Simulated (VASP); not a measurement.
# In2GeO3 (P4/mmm) in VASP: further runs

The runs below take In2GeO3 through single point, relaxation of cell and atoms, with PBE.

All numbers are computed with VASP 6.6.1; they aren't measurements. Logs are shortened: lines on timing, memory, paths and dates and some standing lists are left out, and cuts for length are marked.

### Step 1. The cell of the first run

It takes space group P4/mmm (No. 123, tetragonal). Conventional cell: a = 4.411 Å, b = 4.411 Å, c = 4.903 Å, α = 90.00°, β = 90.00°, γ = 90.00°. Within 2.9 Å of In (site symmetry mmm) lie 2 Ge at 2.21 Å and 4 O at 2.44 Å. Within 2.9 Å of Ge (site symmetry 4/mmm) lie 4 In at 2.21 Å and 2 O at 2.45 Å. O (site symmetry 4mm) has 1 O at 2.07 Å and 4 In at 2.44 Å within 2.7 Å. Within 3.5 Å of O (site symmetry 4/mmm) lie 2 Ge at 2.45 Å and 8 In at 3.30 Å and 8 O at 3.42 Å.

The cell was generated, and may not be a known phase.

### Step 2. Single point, PBE

The input, INCAR:

```
SYSTEM = In2GeO3
PREC = Accurate
ENCUT = 520
EDIFF = 1E-6
ISMEAR = 0
SIGMA = 0.1
LREAL = .FALSE.
LASPH = .TRUE.
NELM = 60
ALGO = Fast
ISIF = 2
LWAVE = .FALSE.
LCHARG = .TRUE.
GGA = PE
LELF = .TRUE.
LVHAR = .TRUE.
NBANDS = 38
```

The input, KPOINTS:

```
regular mesh
0
G
  4 4 4
  0 0 0
```

The input, POSCAR:

```
In2GeO3
1.0
    4.4109614500      0.0000000000      0.0000000000
    0.0000000000      4.4109614500      0.0000000000
    0.0000000000      0.0000000000      4.9034015300
In Ge O
2 1 3
Direct
    0.0000000000      0.5000000000      0.5000000000
    0.5000000000      0.0000000000      0.5000000000
    0.5000000000      0.5000000000      0.5000000000
    0.0000000000      0.0000000000      0.7114898200
    0.0000000000      0.0000000000      0.2885101800
    0.5000000000      0.5000000000      0.0000000000
```

Potentials or basis: VASP PAW PBE potentials, release 64 (In_d, Ge_d, O).

The run is started by

```
> cat potpaw_PBE.64/In_d/POTCAR potpaw_PBE.64/Ge_d/POTCAR potpaw_PBE.64/O/POTCAR > POTCAR
> mpirun -np 1 vasp_std > vasp.out
```

OUTCAR:

```text
SYSTEM = In2GeO3
   PREC = Accurate
   ENCUT = 520
   EDIFF = 1E-6
   ISMEAR = 0
   LREAL = .FALSE.
   LASPH = .TRUE.
   NELM = 60
   ISIF = 2
   GGA = PE

 ion  position               nearest neighbor table
   1  0.000  0.500  0.500-   3 2.21   3 2.21   5 2.44   4 2.44   5 2.44   4 2.44   2 3.12   2 3.12
                             2 3.12   2 3.12
   2  0.500  0.000  0.500-   3 2.21   3 2.21   5 2.44   4 2.44   4 2.44   5 2.44   1 3.12   1 3.12
                             1 3.12   1 3.12
   3  0.500  0.500  0.500-   1 2.21   2 2.21   2 2.21   1 2.21
   4  0.000  0.000  0.711-   1 2.44   2 2.44   1 2.44   2 2.44
   5  0.000  0.000  0.289-   1 2.44   2 2.44   1 2.44   2 2.44
   6  0.500  0.500  0.000-

  LATTYP: Found a simple tetragonal cell.
 ALAT       =     4.4109614500
 C/A-ratio  =     1.1116400779

  Lattice vectors:

 A1 = (   4.4109614500,   0.0000000000,   0.0000000000)
 A2 = (   0.0000000000,   4.4109614500,   0.0000000000)
 A3 = (   0.0000000000,   0.0000000000,   4.9034015300)

Analysis of symmetry for initial positions (statically):
=====================================================================
 Subroutine PRICEL returns:
 Original cell was already a primitive cell.

 Routine SETGRP: Setting up the symmetry group for a
 simple tetragonal supercell.

 Subroutine GETGRP returns: Found 16 space group operations
 (whereof 16 operations were pure point group operations)
 out of a pool of 16 trial point group operations.

The static configuration has the point symmetry D_4h.

Analysis of symmetry for dynamics (positions and initial velocities):
=====================================================================
 Subroutine PRICEL returns:
 Original cell was already a primitive cell.

 Routine SETGRP: Setting up the symmetry group for a
 simple tetragonal supercell.

 Subroutine GETGRP returns: Found 16 space group operations
 (whereof 16 operations were pure point group operations)
 out of a pool of 16 trial point group operations.

The dynamic configuration has the point symmetry D_4h.

 Subroutine INISYM returns: Found 16 space group operations
 (whereof 16 operations are pure point group operations),
 and found     1 'primitive' translations

----------------------------------------------------------------------------------------

                                     Primitive cell

  volume of cell :      95.4034

[... 91 lines left out ...]
   EDIFFG = 0.1E-04   stopping-criterion for IOM
   NSW    =      0    number of steps for IOM
   IBRION =     -1    ionic relax: 0-MD 1-quasi-New 2-CG
   NFREE  =      0    steps in history (QN), initial steepest desc. (CG)
   ISIF   =      2    stress and relaxation
   ISYM   =      2    0-nonsym 1-usesym 2-fastsym
   POTIM  = 0.5000    time-step for ionic-motion
   TEBEG  =    0.0;   TEEND  =   0.0 temperature during run
   PSTRESS=    0.0 pullay stress
   NELECT =      58.0000    total number of electrons
   NUPDOWN=      -1.0000    fix difference up-down
   EMIN   =  10.00;   EMAX   =-10.00  energy-range for DOS
   EFERMI =   0.00;   METHOD = LEGACY
   ISMEAR =     0;   SIGMA  =   0.10  broadening in eV -4-tet -1-fermi 0-gaus
   EFERMI_NEDOS =   21; number of points for ismear=-14 and -15
   IALGO  =     68    algorithm
   IMIX   =      4    mixing-type and parameters
     AMIX     =   0.40;   BMIX     =  1.00
     AMIX_MAG =   1.60;   BMIX_MAG =  1.00
  volume/ion in A,a.u.               =      15.90       107.30
  Fermi-wavevector in a.u.,A,eV,Ry     =   1.386850  2.620767 26.168806  1.923353
  Thomas-Fermi vector in A             =   2.511127
   LORBIT       =      0    0 simple, 1 ext, 2 COOP (PROOUT), +10 PAW based schemes
   GGA     = PE    functional components
   LHFCALC =     F    Hartree Fock is set to
   AEXX    =    0.0000 exact exchange contribution
   IVDW    =     0    specifies the selected vdW correction
   LEPSILON=     F    determine dielectric tensor
   LRPA    =     F    only Hartree local field effects (RPA)
 non-spin polarized calculation
 RMM-DIIS sequential band-by-band and
 Gauss-broadening in eV      SIGMA  =   0.10
  energy-cutoff  :      520.00
  volume of cell :       95.40
 maximum number of plane-waves:      2608
 NGX is ok and might be reduce to    36
   NGX = 17   NGY = 17   NGZ = 19

 number of electron      57.9999962 magnetization

 Free energy of the ion-electron system (eV)
  ---------------------------------------------------
  ext. energy  EPLUGINS =         0.00000000
  ---------------------------------------------------
  free energy    TOTEN  =       -19.27145380 eV

  energy without entropy =      -19.24634856  energy(sigma->0) =      -19.25890118

 E-fermi :   4.5414     XC(G=0): -10.2196

 val. band max:        4.5286111525   @ k =   0.2500   0.2500   0.0000
 cond. band min:       4.5831023451   @ k =   0.0000   0.0000   0.0000
 fundamental gap:      0.0544911925
 Fermi energy:         4.5414287003

 k-point     1 :       0.0000    0.0000    0.0000
  band No.  band energies     occupation
      1     -20.4423      2.00000
      2     -20.2465      2.00000
      3     -20.2129      2.00000
      4     -20.1698      2.00000
      5     -20.1698      2.00000
      6     -13.8743      2.00000
[... 727 lines left out ...]
     37      15.1863      0.00000
     38      15.5004      0.00000

------------------------ aborting loop because EDIFF is reached ----------------------------------------

  FORCE on cell =-STRESS in cart. coord.  units (eV):
  Direction    XX          YY          ZZ          XY          YZ          ZX
  --------------------------------------------------------------------------------------
  -------------------------------------------------------------------------------------
  Total       28.9348487     28.9348487    -12.7633492      0.0000000      0.0000000      0.0000000
  in kB      485.9234030    485.9234030   -214.3439606      0.0000000      0.0000000      0.0000000
  external PRESSURE =     252.5009485 kB  Pullay stress =       0.0000000 kB

 VOLUME and BASIS-vectors are now :
 -----------------------------------------------------------------------------
  energy-cutoff  :      520.00
  volume of cell :       95.40
      direct lattice vectors                 reciprocal lattice vectors
     4.410961450  0.000000000  0.000000000     0.226707944  0.000000000  0.000000000
     0.000000000  4.410961450  0.000000000     0.000000000  0.226707944  0.000000000
     0.000000000  0.000000000  4.903401530     0.000000000  0.000000000  0.203940060

 POSITION                                       TOTAL-FORCE (eV/Angst)
 -----------------------------------------------------------------------------------
      0.00000      2.20548      2.45170         0.000000     -0.000000     -0.000000
      2.20548      0.00000      2.45170         0.000000     -0.000000     -0.000000
      2.20548      2.20548      2.45170         0.000000     -0.000000     -0.000000
      0.00000      0.00000      3.48872         0.000000      0.000000     -0.773624
      0.00000      0.00000      1.41468        -0.000000      0.000000      0.773624
      2.20548      2.20548      0.00000         0.000000     -0.000000     -0.000000
 -----------------------------------------------------------------------------------
    total drift:                                0.000000      0.000000      0.000000

  FREE ENERGIE OF THE ION-ELECTRON SYSTEM (eV)
  ---------------------------------------------------
  free  energy   TOTEN  =       -19.2714538006 eV

  energy  without entropy=      -19.2463485589  energy(sigma->0) =      -19.25890118
```

OSZICAR:

```text
N       E                     dE             d eps       ncg     rms          rms(c)
DAV:   1     0.718649143076E+03    0.71865E+03   -0.28702E+04  1612   0.295E+03
DAV:   2     0.112146843816E+03   -0.60650E+03   -0.57925E+03  1444   0.797E+02
DAV:   3    -0.138544686773E+02   -0.12600E+03   -0.12277E+03  1578   0.241E+02
[... 19 lines left out ...]
RMM:  23    -0.192714505331E+02   -0.14280E-05   -0.39221E-05  1603   0.228E-02    0.180E-02
RMM:  24    -0.192714511558E+02   -0.62264E-06   -0.36669E-05  1702   0.218E-02    0.939E-03
RMM:  25    -0.192714520234E+02   -0.86760E-06   -0.16390E-05  1488   0.149E-02    0.609E-03
RMM:  26    -0.192714532460E+02   -0.12226E-05   -0.12570E-05  1450   0.128E-02    0.531E-03
RMM:  27    -0.192714538006E+02   -0.55458E-06   -0.82998E-06  1310   0.933E-03
   1 F= -.19271454E+02 E0= -.19258901E+02  d E =-.251052E-01
```

It took 3.8 min on 1 thread of Oxide Virtual Turin-like, shared host; peak memory 0.2 GiB.

Results:

```yaml
Free_energy: -19.2715 eV
Pressure: 25.3 GPa
Largest_force: 0.774 eV/Å
Band_gap_on_the_k_mesh: zero (bands 29 and 30 overlap by 0.43 eV)
```

Forces on the atoms (eV/Å):
```
In   0.000  0.000  0.000
In   0.000  0.000  0.000
Ge   0.000  0.000  0.000
O    0.000  0.000 -0.774
O    0.000  0.000  0.774
O    0.000  0.000  0.000
```

Caveat: the stress differs along the axes, from -21 to 49 GPa; spin-orbit coupling is left out, which moves the levels of the heavy elements.

### Step 3. Single point, PBE

This run uses another cell than the first one, of 19.08 Å³/atom.

The input, INCAR:

```
PREC = Accurate
ENCUT = 520
EDIFF = 1E-6
ISMEAR = 0
SIGMA = 0.1
LREAL = False
LASPH = True
NELM = 60
ALGO = Normal
ISIF = 2
LWAVE = False
LCHARG = False
GGA = PE
NBANDS = 38
```

The input, KPOINTS:

```
regular mesh
0
Gamma
  4 4 4
```

The input, POSCAR:

```
In2GeO3
1.0
    5.4218019021      0.0000000000      0.0000000000
    0.0000000000      5.4218019021      0.0000000000
    0.0000000000      0.0000000000      3.8944607439
In Ge O
2 1 3
Direct
    0.0000000000      0.5000000000      0.5000000000
    0.5000000000      0.0000000000      0.5000000000
    0.5000000000      0.5000000000      0.5000000000
    0.0000000000      0.0000000000      0.6806520873
    0.0000000000      0.0000000000      0.3193479127
    0.5000000000      0.5000000000      0.0000000000
```

Potentials or basis: VASP PAW PBE potentials, release 64 (In_d, Ge_d, O).

The run is started by

```
> cat potpaw_PBE.64/In_d/POTCAR potpaw_PBE.64/Ge_d/POTCAR potpaw_PBE.64/O/POTCAR > POTCAR
> mpirun -np 1 vasp_std > vasp.out
```

It took 2 min on 1 thread of Oxide Virtual Turin-like, shared host; peak memory 0.21 GiB.

Results (log left out):

* Free energy: -25.4962 eV
* Pressure: 0.2 GPa
* Largest force: 0.316 eV/Å
* Band gap on the k mesh: zero (bands 29 and 30 overlap by 0.63 eV)

Forces on the atoms (eV/Å):
```
In   0.000  0.000  0.000
In   0.000  0.000  0.000
Ge   0.000  0.000  0.000
O    0.000  0.000  0.316
O    0.000  0.000 -0.316
O    0.000  0.000  0.000
```

Stress tensor (GPa, compression positive):
```
-0.01  0.00  0.00
 0.00 -0.01  0.00
 0.00  0.00  0.62
```

Levels at points of the mesh, in eV from the Fermi level:
```csv
k point,band 27,band 28,band 29,band 30,band 31,band 32
"(0.00, 0.00, 0.00)",-1.23,0.09,0.09,0.60,0.60,4.94
"(0.50, 0.00, 0.00)",-1.34,-0.08,0.09,0.59,3.23,4.15
"(0.50, 0.50, 0.00)",-1.02,-0.09,-0.09,1.32,4.16,4.62
"(0.00, 0.00, 0.50)",-1.61,-1.61,-0.54,-0.54,0.09,1.80
"(0.50, 0.00, 0.50)",-1.44,-1.27,-0.58,1.07,1.82,1.83
"(0.50, 0.50, 0.50)",-0.81,-0.81,-0.31,2.15,2.65,2.65
```

Caveat: the k points lie up to 0.40 Å⁻¹ apart, too coarse for converged energies and pressures of a metal; spin-orbit coupling is left out, which moves the levels of the heavy elements.

### Step 4. Relaxation of cell and atoms, PBE

The input, INCAR:

```
SYSTEM = In2GeO3
PREC = Accurate
ENCUT = 600
EDIFF = 1E-6
ISMEAR = 0
SIGMA = 0.1
LREAL = .FALSE.
LASPH = .TRUE.
NELM = 80
ALGO = Normal
ISIF = 3
LWAVE = .FALSE.
LCHARG = .FALSE.
GGA = PE
IBRION = 2
NSW = 90
EDIFFG = -0.04
```

The input, KPOINTS:

```
regular mesh
0
G
  4 4 4
  0 0 0
```

The input, POSCAR:

```
In2GeO3
1.0
    4.4109614500      0.0000000000      0.0000000000
    0.0000000000      4.4109614500      0.0000000000
    0.0000000000      0.0000000000      4.9034015300
In Ge O
2 1 3
Direct
    0.0000000000      0.5000000000      0.5000000000
    0.5000000000      0.0000000000      0.5000000000
    0.5000000000      0.5000000000      0.5000000000
    0.0000000000      0.0000000000      0.7114898200
    0.0000000000      0.0000000000      0.2885101800
    0.5000000000      0.5000000000      0.0000000000
```

Potentials or basis: VASP PAW PBE potentials, release 64 (In_d, Ge_d, O).

The run is started by

```
> cat potpaw_PBE.64/In_d/POTCAR potpaw_PBE.64/Ge_d/POTCAR potpaw_PBE.64/O/POTCAR > POTCAR
> mpirun -np 1 vasp_std > vasp.out
```

OUTCAR:

```text
SYSTEM = In2GeO3
   PREC = Accurate
   ENCUT = 600
   EDIFF = 1E-6
   ISMEAR = 0
   LREAL = .FALSE.
   LASPH = .TRUE.
   NELM = 80
   ISIF = 3
   GGA = PE
   IBRION = 2
   NSW = 90
   EDIFFG = -0.04

 ion  position               nearest neighbor table
   1  0.000  0.500  0.500-   3 2.21   3 2.21   5 2.44   4 2.44   5 2.44   4 2.44   2 3.12   2 3.12
                             2 3.12   2 3.12
   2  0.500  0.000  0.500-   3 2.21   3 2.21   5 2.44   4 2.44   4 2.44   5 2.44   1 3.12   1 3.12
                             1 3.12   1 3.12
   3  0.500  0.500  0.500-   1 2.21   2 2.21   2 2.21   1 2.21
   4  0.000  0.000  0.711-   1 2.44   2 2.44   1 2.44   2 2.44
   5  0.000  0.000  0.289-   1 2.44   2 2.44   1 2.44   2 2.44
   6  0.500  0.500  0.000-

  LATTYP: Found a simple tetragonal cell.
 ALAT       =     4.4109614500
 C/A-ratio  =     1.1116400779

  Lattice vectors:
[... 173 lines left out ...]

 number of electron      57.9999980 magnetization

 Free energy of the ion-electron system (eV)
  ---------------------------------------------------
  ext. energy  EPLUGINS =         0.00000000
  ---------------------------------------------------
  free energy    TOTEN  =       -19.27465442 eV

  energy without entropy =      -19.24955369  energy(sigma->0) =      -19.26210406

 E-fermi :   4.5404     XC(G=0): -10.2196

 val. band max:        4.5276078912   @ k =   0.2500   0.2500   0.0000
 cond. band min:       4.5820880574   @ k =   0.0000   0.0000   0.0000
 fundamental gap:      0.0544801663
 Fermi energy:         4.5404278444
[... 1656 lines left out ...]
--------------------------------------- Ionic step        9  -------------------------------------------

 number of electron      57.9999973 magnetization

 Free energy of the ion-electron system (eV)
  ---------------------------------------------------
  ext. energy  EPLUGINS =         0.00000000
  ---------------------------------------------------
  free energy    TOTEN  =       -25.40910191 eV

  energy without entropy =      -25.38690808  energy(sigma->0) =      -25.39800499

 E-fermi :   4.0095     XC(G=0):  -9.6089

 val. band max:        4.0024086575   @ k =   0.2500   0.0000   0.0000
 cond. band min:       4.0978645720   @ k =   0.0000   0.0000   0.0000
 fundamental gap:      0.0954559145
 Fermi energy:         4.0095006908
[... 697 lines left out ...]
  FREE ENERGIE OF THE ION-ELECTRON SYSTEM (eV)
  ---------------------------------------------------
  free  energy   TOTEN  =       -25.4091019062 eV

  energy  without entropy=      -25.3869080764  energy(sigma->0) =      -25.39800499

 reached required accuracy - stopping structural energy minimisation
```

OSZICAR:

```text
N       E                     dE             d eps       ncg     rms          rms(c)
DAV:   1     0.723894613405E+03    0.72389E+03   -0.31575E+04  1382   0.359E+03
DAV:   2     0.120540323830E+03   -0.60335E+03   -0.59026E+03  1272   0.825E+02
DAV:   3    -0.132556708193E+02   -0.13380E+03   -0.13178E+03  1464   0.273E+02
[... 110 lines left out ...]
DAV:   3    -0.254097516722E+02    0.77591E-03   -0.39559E-03  1672   0.394E-01    0.165E-01
DAV:   4    -0.254090907789E+02    0.66089E-03   -0.15452E-03  1700   0.324E-01    0.313E-02
DAV:   5    -0.254091020583E+02   -0.11279E-04   -0.31327E-04  1338   0.114E-01    0.239E-02
DAV:   6    -0.254091014581E+02    0.60018E-06   -0.17923E-05  1700   0.385E-02    0.201E-02
DAV:   7    -0.254091019062E+02   -0.44810E-06   -0.41349E-06  1156   0.204E-02
   9 F= -.25409102E+02 E0= -.25398005E+02  d E =-.338936E-01
```

CONTCAR:

```text
In2GeO3
   1.00000000000000
     5.3397147544603483   -0.0000000000000000    0.0000000000000000
     0.0000000000000000    5.3397147544603483    0.0000000000000000
     0.0000000000000000    0.0000000000000000    3.9068024811610620
  In              Ge              O
     2     1     3
Direct
     0.0000000000000000    0.5000000000000000    0.5000000000000000
     0.5000000000000000    0.0000000000000000    0.5000000000000000
     0.5000000000000000    0.5000000000000000    0.5000000000000000
     0.0000000000000000    1.0000000000000000    0.6826814171422934
     0.0000000000000000    0.0000000000000000    0.3173185828577065
     0.5000000000000000    0.5000000000000000    0.0000000000000000

  0.00000000E+00  0.00000000E+00  0.00000000E+00
  0.00000000E+00  0.00000000E+00  0.00000000E+00
  0.00000000E+00  0.00000000E+00  0.00000000E+00
  0.00000000E+00  0.00000000E+00  0.00000000E+00
  0.00000000E+00  0.00000000E+00  0.00000000E+00
  0.00000000E+00  0.00000000E+00  0.00000000E+00
```

Run time: 14 min. Hardware: 1 thread of Oxide Virtual Turin-like, shared host; peak memory 0.23 GiB.

What came out:

```
Free energy                           : -25.4091 eV
Relaxed volume                        : 18.57 Å³/atom
Relaxed cell                          : a = 5.340 Å, b = 5.340 Å, c = 3.907 Å, α = 90.00°, β = 90.00°, γ = 90.00°
Space group after relaxing (to 0.1 Å) : P4/mmm (No. 123)
Energy gained by relaxing             : 1022.4 meV/atom
Ionic steps                           : 9
Pressure after relaxing               : 0.1 GPa
Largest force after relaxing          : 0.021 eV/Å
Band gap on the k mesh                : zero (bands 29 and 30 overlap by 0.62 eV)
```

Forces in eV/Å, atoms in the order of the input:
```
In   0.000  0.000  0.000
In   0.000  0.000  0.000
Ge   0.000  0.000  0.000
O    0.000  0.000  0.021
O    0.000  0.000 -0.021
O    0.000  0.000  0.000
```

The path:
```
step  energy change (eV)  largest force (eV/Å)  pressure (GPa)  volume (Å³)
   1              0.0000                0.7789           25.19        95.40
   2             -4.6898                3.1098           -9.92       129.99
   3             -4.6761                2.9706           -8.60       123.64
   4             -6.0684                1.8956            1.75       110.98
   5             -6.0981                0.2893           -0.42       112.54
   6             -6.1010                0.5560           -0.02       112.24
   7             -6.1006                0.7754            0.28       112.01
   8             -6.1340                0.1032            0.15       111.47
   9             -6.1344                0.0207            0.13       111.39
```

Final structure:
```
CELL_PARAMETERS angstrom
5.33971 0.00000 0.00000
0.00000 5.33971 0.00000
0.00000 0.00000 3.90680
ATOMIC_POSITIONS crystal
In 0.00000 0.50000 0.50000
In 0.50000 0.00000 0.50000
Ge 0.50000 0.50000 0.50000
O 0.00000 0.00000 0.68268
O 0.00000 0.00000 0.31732
O 0.50000 0.50000 0.00000
```

Caveat: the volume moved by over 15 % at a fixed basis, so the end points are rough; spin-orbit coupling is left out, which moves the levels of the heavy elements.

(Continued in part 2 of 2.)

The gap in the log of VASP goes by the Fermi energy; the results here count the filled bands.